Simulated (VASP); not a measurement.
# BeCd3O4 in VASP: notebook

Runs on BeCd3O4. Level: PBE. Tasks: single point, relaxation of cell and atoms.

All numbers are computed with VASP 6.6.1; they aren't measurements. Logs are shortened: lines on timing, memory, paths and dates and some standing lists are left out, and cuts for length are marked.

## (1) The cell of the first run

The typed cell holds 8 atoms: a = 4.776 Å, b = 4.779 Å, c = 4.777 Å, α = 90.00°, β = 90.00°, γ = 90.00°.

## (2) Single point, PBE

Input file INCAR:

```
SYSTEM = BeCd3O4
PREC     = Accurate       ! precision mode
ENCUT    = 520            ! plane-wave cutoff, eV
EDIFF    = 1E-6           ! SCF threshold, eV
ISMEAR   = 0              ! smearing method
SIGMA    = 0.2            ! smearing width, eV
LREAL    = .False.        ! projectors in reciprocal space
LASPH    = .True.         ! aspherical terms in the spheres
NELM     = 60             ! most SCF steps
ALGO     = Normal         ! electronic algorithm
ISIF     = 2              ! what is computed and relaxed
LWAVE    = .False.        ! write WAVECAR
LCHARG   = .True.         ! write CHGCAR
GGA      = PE             ! functional
LELF     = .True.         ! ELF
LVHAR    = .True.       
NBANDS   = 41             ! bands
```

Input file KPOINTS:

```
Automatic mesh
0
Gamma
  4 4 4
  0 0 0
```

Input file POSCAR:

```
BeCd3O4
1.0
    4.7764348373     -0.0001941177     -0.0001968325
   -0.0001822633      4.7786983985     -0.0000483615
   -0.0001920788     -0.0000553881      4.7774092623
Be Cd O
1 3 4
Direct
   -0.0000140021      0.0000061766      0.0000003152
   -0.0000089164      0.4999802631      0.4999913043
    0.5000044158      0.4999827508     -0.0000435664
    0.5000102522     -0.0000380522      0.4999836842
    0.7949770988      0.7949549941      0.2050399976
    0.7949736695      0.2050585691      0.7949752787
    0.2050167195      0.7949723652      0.7949847544
    0.2050407627      0.2050829332      0.2050682319
```

Potentials or basis: VASP PAW PBE potentials, release 64 (Be, Cd, O).

The run is started by

```console
$ cat potpaw_PBE.64/Be/POTCAR potpaw_PBE.64/Cd/POTCAR potpaw_PBE.64/O/POTCAR > POTCAR
$ mpirun -np 1 vasp_std > vasp.out
```

OUTCAR:

```text
SYSTEM = BeCd3O4
   PREC = Accurate
   ENCUT = 520
   EDIFF = 1E-6
   ISMEAR = 0
   LREAL = .False.
   LASPH = .True.
   NELM = 60
   ISIF = 2
   GGA = PE

 ion  position               nearest neighbor table
   1  1.000  0.000  0.000-   6 1.70   5 1.70   7 1.70   8 1.70
   2  1.000  0.500  0.500-   8 2.22   6 2.22   5 2.22   7 2.22   3 3.38   3 3.38   3 3.38   3 3.38
                             4 3.38   4 3.38   4 3.38   4 3.38
   3  0.500  0.500  1.000-   6 2.22   8 2.22   5 2.22   7 2.22   2 3.38   2 3.38   2 3.38   2 3.38
                             4 3.38   4 3.38   4 3.38   4 3.38
   4  0.500  1.000  0.500-   5 2.22   8 2.22   6 2.22   7 2.22   2 3.38   2 3.38   2 3.38   3 3.38
                             2 3.38   3 3.38   3 3.38   3 3.38
   5  0.795  0.795  0.205-   1 1.70   4 2.22   3 2.22   2 2.22
   6  0.795  0.205  0.795-   1 1.70   3 2.22   4 2.22   2 2.22
   7  0.205  0.795  0.795-   1 1.70   4 2.22   3 2.22   2 2.22
   8  0.205  0.205  0.205-   1 1.70   2 2.22   4 2.22   3 2.22

  LATTYP: Found a triclinic cell.
 ALAT       =     4.7764348453
 B/A-ratio  =     1.4146044194
 C/A-ratio  =     1.0002040060
 COS(alpha) =     0.0000421966
 COS(beta)  =     0.0000814143
 COS(gamma) =     0.7069671243

  Lattice vectors:

 A1 = (   4.7764348373,  -0.0001941177,  -0.0001968325)
 A2 = (   4.7766171006,  -4.7788925162,  -0.0001484710)
 A3 = (   0.0001920788,   0.0000553881,  -4.7774092623)

Analysis of symmetry for initial positions (statically):
=====================================================================
 Subroutine PRICEL returns:
 Original cell was already a primitive cell.

 Routine SETGRP: Setting up the symmetry group for a
 triclinic supercell.

 Subroutine GETGRP returns: Found  1 space group operations
 (whereof  1 operations were pure point group operations)
 out of a pool of  2 trial point group operations.

The static configuration has the point symmetry C_1 .

Analysis of symmetry for dynamics (positions and initial velocities):
=====================================================================
 Subroutine PRICEL returns:
 Original cell was already a primitive cell.

 Routine SETGRP: Setting up the symmetry group for a
 triclinic supercell.

 Subroutine GETGRP returns: Found  1 space group operations
 (whereof  1 operations were pure point group operations)
 out of a pool of  2 trial point group operations.

The dynamic configuration has the point symmetry C_1 .

 Subroutine INISYM returns: Found  1 space group operations
 (whereof  1 operations are pure point group operations),
 and found     1 'primitive' translations

----------------------------------------------------------------------------------------

                                     Primitive cell

  volume of cell :     109.0450

  direct lattice vectors                    reciprocal lattice vectors
     4.776434837 -0.000194118 -0.000196833     0.209361174  0.000007985  0.000008418
    -0.000182263  4.778698399 -0.000048362     0.000008505  0.209262004  0.000002426
    -0.000192079 -0.000055388  4.777409262     0.000008626  0.000002119  0.209318471

  length of vectors
     4.776434845  4.778698402  4.777409266     0.209361174  0.209262004  0.209318471

  position of ions in fractional coordinates (direct lattice)
     0.999985998  0.000006177  0.000000315
     0.999991084  0.499980263  0.499991304
     0.500004416  0.499982751  0.999956434
     0.500010252  0.999961948  0.499983684
     0.794977099  0.794954994  0.205039998
     0.794973670  0.205058569  0.794975279
     0.205016720  0.794972365  0.794984754
     0.205040763  0.205082933  0.205068232

  ion indices of the primitive-cell ions
   primitive index   ion index
                 1           1
                 2           2
                 3           3
                 4           4
                 5           5
                 6           6
                 7           7
                 8           8

----------------------------------------------------------------------------------------

 KPOINTS: Automatic mesh

Automatic generation of k-mesh.
 Grid dimensions read from file:
 generate k-points for:    4    4    4

 Generating k-lattice:

  Cartesian coordinates                     Fractional coordinates (reciprocal lattice)
     0.052340293  0.000001996  0.000002104     0.250000000 -0.000000000 -0.000000000
     0.000002126  0.052315501  0.000000607    -0.000000000  0.250000000 -0.000000000
     0.000002156  0.000000530  0.052329618     0.000000000  0.000000000  0.250000000

  Length of vectors
     0.052340293  0.052315501  0.052329618

  Shift w.r.t. Gamma in fractional coordinates (k-lattice)
     0.000000000  0.000000000  0.000000000

 Subroutine IBZKPT returns following result:
 ===========================================

 Found     36 irreducible k-points:

 Following reciprocal coordinates:
            Coordinates               Weight
  0.000000  0.000000  0.000000      1.000000
  0.250000 -0.000000 -0.000000      2.000000
  0.500000 -0.000000 -0.000000      1.000000
 -0.000000  0.250000 -0.000000      2.000000
  0.250000  0.250000 -0.000000      2.000000
  0.500000  0.250000 -0.000000      2.000000
[... 16 lines left out ...]
  0.000000 -0.250000  0.250000      2.000000
  0.250000 -0.250000  0.250000      2.000000
 [... further k-points ...]
   k-points           NKPTS =     36   k-points in BZ     NKDIM =     36   number of bands    NBANDS=     41
   number of dos      NEDOS =    301   number of ions     NIONS =      8
   total plane-waves  NPLWV =  46656
   dimension x,y,z NGX =    36 NGY =   36 NGZ =   36
   dimension x,y,z NGXF=    72 NGYF=   72 NGZF=   72
   ions per type =               1   3   4
   NGX,Y,Z   is equivalent  to a cutoff of  12.53, 12.52, 12.53 a.u.
   NGXF,Y,Z  is equivalent  to a cutoff of  25.06, 25.05, 25.05 a.u.
 SYSTEM =  BeCd3O4
   PREC   = accura    normal or accurate (medium, high low for compatibility)
   ISTART =      0    job   : 0-new  1-cont  2-samecut
   ICHARG =      2    charge: 1-file 2-atom 10-const
   ISPIN  =      1    spin polarized calculation?
   LNONCOLLINEAR =      F non collinear calculations
   LSORBIT =      F    spin-orbit coupling
   LASPH  =      T    aspherical Exc in radial PAW
   ENCUT  =  520.0 eV  38.22 Ry    6.18 a.u.   8.88  8.89  8.88*2*pi/ulx,y,z
   NELM   =     60;   NELMIN=  2; NELMDL= -5     # of ELM steps
   EDIFF  = 0.1E-05   stopping-criterion for ELM
   LREAL  =      F    real-space projection
   EDIFFG = 0.1E-04   stopping-criterion for IOM
   NSW    =      0    number of steps for IOM
   IBRION =     -1    ionic relax: 0-MD 1-quasi-New 2-CG
   NFREE  =      0    steps in history (QN), initial steepest desc. (CG)
   ISIF   =      2    stress and relaxation
   ISYM   =      2    0-nonsym 1-usesym 2-fastsym
   POTIM  = 0.5000    time-step for ionic-motion
   TEBEG  =    0.0;   TEEND  =   0.0 temperature during run
   PSTRESS=    0.0 pullay stress
   NELECT =      62.0000    total number of electrons
   NUPDOWN=      -1.0000    fix difference up-down
   EMIN   =  10.00;   EMAX   =-10.00  energy-range for DOS
   EFERMI =   0.00;   METHOD = LEGACY
   ISMEAR =     0;   SIGMA  =   0.20  broadening in eV -4-tet -1-fermi 0-gaus
   EFERMI_NEDOS =   21; number of points for ismear=-14 and -15
   IALGO  =     38    algorithm
   IMIX   =      4    mixing-type and parameters
     AMIX     =   0.40;   BMIX     =  1.00
     AMIX_MAG =   1.60;   BMIX_MAG =  1.00
  volume/ion in A,a.u.               =      13.63        91.98
  Fermi-wavevector in a.u.,A,eV,Ry     =   1.356241  2.562923 25.026402  1.839389
  Thomas-Fermi vector in A             =   2.483260
   LORBIT       =      0    0 simple, 1 ext, 2 COOP (PROOUT), +10 PAW based schemes
   GGA     = PE    functional components
   LHFCALC =     F    Hartree Fock is set to
   AEXX    =    0.0000 exact exchange contribution
   IVDW    =     0    specifies the selected vdW correction
   LEPSILON=     F    determine dielectric tensor
   LRPA    =     F    only Hartree local field effects (RPA)
 non-spin polarized calculation
 Gauss-broadening in eV      SIGMA  =   0.20
  energy-cutoff  :      520.00
  volume of cell :      109.05
 maximum number of plane-waves:      3016
   NGX = 17   NGY = 17   NGZ = 17

 number of electron      62.0000015 magnetization

 Free energy of the ion-electron system (eV)
  ---------------------------------------------------
  ext. energy  EPLUGINS =         0.00000000
  ---------------------------------------------------
  free energy    TOTEN  =       -36.50967834 eV

  energy without entropy =      -36.50296484  energy(sigma->0) =      -36.50632159

 E-fermi :   1.3269     XC(G=0): -10.5304

 val. band max:        1.2357236197   @ k =   0.0000   0.0000   0.0000
 cond. band min:       2.4507545401   @ k =  -0.0000   0.2500  -0.0000
 fundamental gap:      1.2150309204
 Fermi energy:         1.3268701760

 k-point     1 :       0.0000    0.0000    0.0000
  band No.  band energies     occupation
      1     -16.1966      2.00000
      2     -15.3828      2.00000
      3     -15.3824      2.00000
      4     -15.3820      2.00000
      5      -6.2568      2.00000
      6      -5.9932      2.00000
[... 33 lines left out ...]
     40      13.2207      0.00000
     41      13.5307      0.00000

 k-point     2 :       0.2500   -0.0000   -0.0000
  band No.  band energies     occupation
      1     -16.1130      2.00000
      2     -15.4684      2.00000
      3     -15.3843      2.00000
      4     -15.3838      2.00000
      5      -6.2263      2.00000
      6      -6.1086      2.00000
[... 957 lines left out ...]
     40      12.0340      0.00000
     41      12.3372      0.00000

 k-point    24 :       0.2500   -0.2500    0.2500
  band No.  band energies     occupation
      1     -15.9880      2.00000
      2     -15.4856      2.00000
      3     -15.4365      2.00000
      4     -15.4360      2.00000
      5      -6.1988      2.00000
      6      -5.9713      2.00000
[... 33 lines left out ...]
     40      11.4856      0.00000
     41      12.2937      0.00000

 [... further k-points ...]

------------------------ aborting loop because EDIFF is reached ----------------------------------------

  FORCE on cell =-STRESS in cart. coord.  units (eV):
  Direction    XX          YY          ZZ          XY          YZ          ZX
  --------------------------------------------------------------------------------------
  -------------------------------------------------------------------------------------
  Total        0.7305997      0.7166397      0.7245042      0.0005148      0.0011212      0.0003804
  in kB       10.7345581     10.5294458     10.6449971      0.0075635      0.0164737      0.0055887
  external PRESSURE =      10.6363336 kB  Pullay stress =       0.0000000 kB

 VOLUME and BASIS-vectors are now :
 -----------------------------------------------------------------------------
  energy-cutoff  :      520.00
  volume of cell :      109.05
      direct lattice vectors                 reciprocal lattice vectors
     4.776434837 -0.000194118 -0.000196833     0.209361174  0.000007985  0.000008418
    -0.000182263  4.778698399 -0.000048362     0.000008505  0.209262004  0.000002426
    -0.000192079 -0.000055388  4.777409262     0.000008626  0.000002119  0.209318471

 POSITION                                       TOTAL-FORCE (eV/Angst)
 -----------------------------------------------------------------------------------
      4.77637     -0.00016     -0.00020         0.000953      0.000264      0.000738
      4.77621      2.38903      2.38844         0.000260      0.000835      0.000289
      2.38796      2.38911      4.77708        -0.000623      0.000575      0.000384
      2.38799      4.77839      2.38848        -0.000664      0.000099      0.000247
      3.79697      3.79868      0.97937         0.054749      0.054946     -0.055013
      3.79695      0.97971      3.79776         0.054915     -0.055547      0.054743
      0.97895      3.79885      3.79789        -0.054603      0.054743      0.054315
      0.97929      0.97998      0.97964        -0.054986     -0.055916     -0.055703
 -----------------------------------------------------------------------------------
    total drift:                                0.000119     -0.000127      0.000126

  FREE ENERGIE OF THE ION-ELECTRON SYSTEM (eV)
  ---------------------------------------------------
  free  energy   TOTEN  =       -36.5096783431 eV

  energy  without entropy=      -36.5029648422  energy(sigma->0) =      -36.50632159
```

Run time: 1.7 min. Hardware: 1 thread of Intel Xeon 6975P-C (Granite Rapids), shared host; peak memory 0.28 GiB.

What came out:

```
Free energy   : -36.5097 eV
Pressure      : 1.1 GPa
Largest force : 0.096 eV/Å
```

Forces in eV/Å, atoms in the order of the input:
```
Be   0.001  0.000  0.001
Cd   0.000  0.001  0.000
Cd  -0.001  0.001  0.000
Cd  -0.001  0.000  0.000
O    0.055  0.055 -0.055
O    0.055 -0.056  0.055
O   -0.055  0.055  0.054
O   -0.055 -0.056 -0.056
```

Levels at points of the mesh, in eV from the Fermi level:
```tsv
k point	band 28	band 29	band 30	band 31	band 32	band 33	band 34	band 35
(0.00, 0.00, 0.00)	-1.74	-0.68	-0.68	-0.68	-0.09	4.90	4.90	4.90
(0.50, 0.00, 0.00)	-1.44	-1.44	-0.71	-0.71	2.39	2.94	6.31	6.31
(0.00, 0.50, 0.00)	-1.44	-1.44	-0.71	-0.71	2.38	2.94	6.31	6.31
(0.50, 0.50, 0.00)	-1.38	-1.19	-1.19	-0.12	2.64	4.47	4.47	6.11
(0.00, 0.00, 0.50)	-1.44	-1.44	-0.71	-0.71	2.39	2.94	6.31	6.31
(0.50, 0.00, 0.50)	-1.38	-1.19	-1.19	-0.12	2.65	4.47	4.47	6.11
(0.00, 0.50, 0.50)	-1.38	-1.19	-1.19	-0.12	2.64	4.47	4.47	6.11
(0.50, 0.50, 0.50)	-0.82	-0.82	-0.70	-0.70	2.84	4.05	4.05	4.05
```

## (3) Relaxation of cell and atoms, PBE

Input file INCAR:

```
PREC = Accurate
ENCUT = 600
EDIFF = 1E-6
ISMEAR = -1
SIGMA = 0.15
LREAL = False
LASPH = True
NELM = 60
ALGO = Normal
ISIF = 3
LWAVE = False
LCHARG = False
GGA = PE
IBRION = 2
NSW = 80
EDIFFG = -0.001
```

Input file KPOINTS:

```
Automatic mesh
0
Gamma
  8 8 8
```

Input file POSCAR:

```
BeCd3O4
1.0
    4.7772043904      0.0000000000      0.0000000000
    0.0000000000      4.7772043904      0.0000000000
    0.0000000000      0.0000000000      4.7772043904
Be Cd O
1 3 4
Direct
    0.0000000000      0.0000000000      0.0000000000
    0.0000000000      0.5000000000      0.5000000000
    0.5000000000      0.5000000000      0.0000000000
    0.5000000000      0.0000000000      0.5000000000
    0.7949732104      0.7949732104      0.2050267896
    0.7949732104      0.2050267896      0.7949732104
    0.2050267896      0.7949732104      0.7949732104
    0.2050267896      0.2050267896      0.2050267896
```

Potentials or basis: VASP PAW PBE potentials, release 64 (Be, Cd, O).

The run is started by

```console
$ cat potpaw_PBE.64/Be/POTCAR potpaw_PBE.64/Cd/POTCAR potpaw_PBE.64/O/POTCAR > POTCAR
$ mpirun -np 1 vasp_std > vasp.out
```

OUTCAR:

```text
PREC = Accurate
   ENCUT = 600
   EDIFF = 1E-6
   ISMEAR = -1
   LREAL = False
   LASPH = True
   NELM = 60
   ISIF = 3
   GGA = PE
   IBRION = 2
   NSW = 80
   EDIFFG = -0.001

 ion  position               nearest neighbor table
   1  0.000  0.000  0.000-   5 1.70   6 1.70   7 1.70   8 1.70
   2  0.000  0.500  0.500-   5 2.22   6 2.22   7 2.22   8 2.22   3 3.38   4 3.38   3 3.38   4 3.38
                             3 3.38   4 3.38   3 3.38   4 3.38
   3  0.500  0.500  0.000-   5 2.22   6 2.22   7 2.22   8 2.22   2 3.38   4 3.38   2 3.38   4 3.38
                             4 3.38   4 3.38   2 3.38   2 3.38
   4  0.500  0.000  0.500-   5 2.22   6 2.22   7 2.22   8 2.22   2 3.38   3 3.38   3 3.38   2 3.38
                             3 3.38   3 3.38   2 3.38   2 3.38
   5  0.795  0.795  0.205-   1 1.70   2 2.22   3 2.22   4 2.22
   6  0.795  0.205  0.795-   1 1.70   2 2.22   3 2.22   4 2.22
   7  0.205  0.795  0.795-   1 1.70   2 2.22   3 2.22   4 2.22
   8  0.205  0.205  0.205-   1 1.70   2 2.22   3 2.22   4 2.22
[... 418 lines left out ...]

 E-fermi :   1.5795     XC(G=0): -10.4915

 val. band max:        1.1641863851   @ k =   0.0000   0.0000   0.0000
 cond. band min:       1.6461917395   @ k =   0.1250   0.0000   0.0000
 fundamental gap:      0.4820053545
 Fermi energy:         1.5795086416

 k-point     1 :       0.0000    0.0000    0.0000
  band No.  band energies     occupation
      1     -16.2121      2.00000
      2     -15.4038      2.00000
      3     -15.4038      2.00000
      4     -15.4038      2.00000
      5      -6.2963      2.00000
      6      -6.0395      2.00000
[... 949 lines left out ...]
     36       8.0920      0.00000
     37       9.6093      0.00000

 [... further k-points ...]

------------------------ aborting loop because EDIFF is reached ----------------------------------------

  FORCE on cell =-STRESS in cart. coord.  units (eV):
  Direction    XX          YY          ZZ          XY          YZ          ZX
  --------------------------------------------------------------------------------------
  -------------------------------------------------------------------------------------
  Total       -0.0077497     -0.0077497     -0.0077497      0.0000000      0.0000000     -0.0000000
  in kB       -0.1130126     -0.1130126     -0.1130126      0.0000000      0.0000000     -0.0000000
  external PRESSURE =      -0.1130126 kB  Pullay stress =       0.0000000 kB
[... 23 lines left out ...]
  FREE ENERGIE OF THE ION-ELECTRON SYSTEM (eV)
  ---------------------------------------------------
  free  energy   TOTEN  =       -36.5264844531 eV

  energy  without entropy=      -36.5061496643  energy(sigma->0) =      -36.51631706

 reached required accuracy - stopping structural energy minimisation
```

Wall time 7.1 min (1 thread of Intel Xeon 6975P-C (Granite Rapids), shared host); peak memory 0.35 GiB.

What came out:

```
Free energy                           : -36.5265 eV
Relaxed volume                        : 13.73 Å³/atom
Relaxed cell                          : a = 4.789 Å, b = 4.789 Å, c = 4.789 Å, α = 90.00°, β = 90.00°, γ = 90.00°
Space group after relaxing (to 0.1 Å) : P-43m (No. 215)
Energy gained by relaxing             : 0.4 meV/atom
Ionic steps                           : 11
Pressure after relaxing               : 0.0 GPa
```

Step by step:
| step | energy change (eV) | largest force (eV/Å) | pressure (GPa) | volume (Å³) |
| --- | --- | --- | --- | --- |
| 1 | 0.0000 | 0.0883 | 0.92 | 109.02 |
| 2 | -0.0025 | 0.0096 | -0.42 | 110.27 |
| 3 | -0.0031 | 0.0183 | -0.05 | 109.90 |
| 4 | -0.0030 | 0.0195 | -0.02 | 109.89 |
| 5 | -0.0031 | 0.0042 | 0.01 | 109.85 |
| 6 | -0.0031 | 0.0031 | 0.01 | 109.84 |
| 7 | -0.0031 | 0.0032 | 0.03 | 109.83 |
| 8 | -0.0031 | 0.0004 | 0.03 | 109.84 |
| 9 | -0.0031 | 0.0012 | 0.03 | 109.84 |
| 10 | -0.0031 | 0.0018 | 0.02 | 109.84 |
| 11 | -0.0031 | 0.0003 | -0.01 | 109.87 |

Final structure:
```cif
data_structure
_symmetry_space_group_name_H-M 'P 1'
_symmetry_Int_Tables_number 1
_cell_length_a 4.7895
_cell_length_b 4.7895
_cell_length_c 4.7895
_cell_angle_alpha 90.000
_cell_angle_beta 90.000
_cell_angle_gamma 90.000
_cell_volume 109.87
loop_
_atom_site_label
_atom_site_type_symbol
_atom_site_fract_x
_atom_site_fract_y
_atom_site_fract_z
_atom_site_occupancy
Be1 Be 0.00000 0.00000 0.00000 1
Cd1 Cd 0.00000 0.50000 0.50000 1
Cd2 Cd 0.50000 0.50000 0.00000 1
Cd3 Cd 0.50000 0.00000 0.50000 1
O1 O 0.79547 0.79547 0.20453 1
O2 O 0.79547 0.20453 0.79547 1
O3 O 0.20453 0.79547 0.79547 1
O4 O 0.20453 0.20453 0.20453 1
```
